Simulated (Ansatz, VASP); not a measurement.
# One calculation of HfC, two programs

POSCAR

```
HfC
1.0
    0.0000000000      2.3659063290      2.3659063290
    2.3659063290      0.0000000000      2.3659063290
    2.3659063290      2.3659063290      0.0000000000
Hf C
1 1
Direct
    0.5000000000      0.5000000000      0.5000000000
    0.0000000000      0.0000000000      0.0000000000
```

File INCAR.step1:

```
SYSTEM = HfC
PREC = Accurate ; ENCUT = 520
ISMEAR = 0 ; SIGMA = 0.1
LREAL = .FALSE. ; LASPH = .TRUE.
NELM = 100 ; NBANDS = 14
GGA = PE ; ALGO = Normal
EDIFF = 1E-4 ; LWAVE = .TRUE.
LCHARG = .FALSE.
```

Contents of INCAR.step2:

```
SYSTEM = HfC
PREC = Accurate ; ENCUT = 520
EDIFF = 1E-6 ; ISMEAR = 0
SIGMA = 0.1 ; LREAL = .FALSE.
LASPH = .TRUE. ; NELM = 100
ALGO = Normal ; ISIF = 2
LWAVE = .FALSE. ; LCHARG = .FALSE.
METAGGA = R2SCAN ; LMIXTAU = .TRUE.
NBANDS = 14 ; ISTART = 1
```

File KPOINTS:

```
regular mesh
0
G
  16 16 16
  0 0 0
```

Input for Ansatz:

```yaml
crystal:
  lattice:
    - [0.0, 2.365906329, 2.365906329]
    - [2.365906329, 0.0, 2.365906329]
    - [2.365906329, 2.365906329, 0.0]
  atoms:
    - { symbol: Hf, position: [0.5, 0.5, 0.5] }
    - { symbol: C, position: [0.0, 0.0, 0.0] }
basis:
  ecutwfc: 500
kpoints:
  mp_grid: { grid: [16, 16, 16] }
hamiltonian:
  xc: r2scan
scf:
  occupations: { method: gaussian, width: 0.1 }
output:
  forces: true
  stress: true
  eigenvalues: true
```

Alike in both runs: task single point; functional r2SCAN; k mesh 16 × 16 × 16; occupations gaussian, width 0.1 eV; no spin polarisation.

```csv
,VASP,Ansatz
version,VASP 6.6.1,Ansatz 0.2.0
potentials or method,"VASP PAW PBE potentials, release 64 (Hf_pv, C), cutoff 520 eV","scalar-relativistic, plane waves, PAW"
valence electrons in the cell,14,30
```

|  | VASP | Ansatz | Ansatz less VASP |
| --- | --- | --- | --- |
| gap on the k mesh at the Fermi level (eV) | none | none | - |
| pressure (GPa) | -13.9 | -12.7 | +1.18 |

VASP's potentials were made for PBE, not for r2SCAN. A gap of «none» marks a metal or a gap that the smearing closes. The functional is the same, so the differences come from potentials, cutoffs and numerics. VASP's potentials hold 14 valence electrons a cell and Ansatz's 30, so a difference there can come from the potentials and not from the codes.

Neither program's run includes spin-orbit coupling.
